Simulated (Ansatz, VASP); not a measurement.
## SrCl2: VASP beside Ansatz

```
Sr Cl
1.0
     0.00000    3.49765    3.49765
     3.49765    0.00000    3.49765
     3.49765    3.49765    0.00000
Sr Cl
1 2
Cartesian
  0.0000 0.0000 0.0000
  1.7488 1.7488 1.7488
  5.2465 5.2465 5.2465
```

Alike in both runs: task single point; functional PBE0; k mesh 4 × 4 × 4; no spin polarisation.

|  | VASP | Ansatz |
| --- | --- | --- |
| version | VASP 6.6.1 | Ansatz 0.2.0 |
| potentials or method | VASP PAW PBE potentials, release 64 (Sr_sv, Cl) | plane waves, PAW |
| plane-wave cutoff (eV) | 520 | 420 |
| occupations | gaussian, width 0.01 eV | fixed |
| valence electrons in the cell | 24 | 24 |

|  | VASP | Ansatz | Ansatz less VASP |
| --- | --- | --- | --- |
| gap on the k mesh at the Fermi level (eV) | 7.32 | 7.32 | -0.005 |
| pressure (GPa) | 0.1 | 0.1 | -0.02 |

Ansatz's warnings: stress exchange threshold loose, stress scf threshold loose.
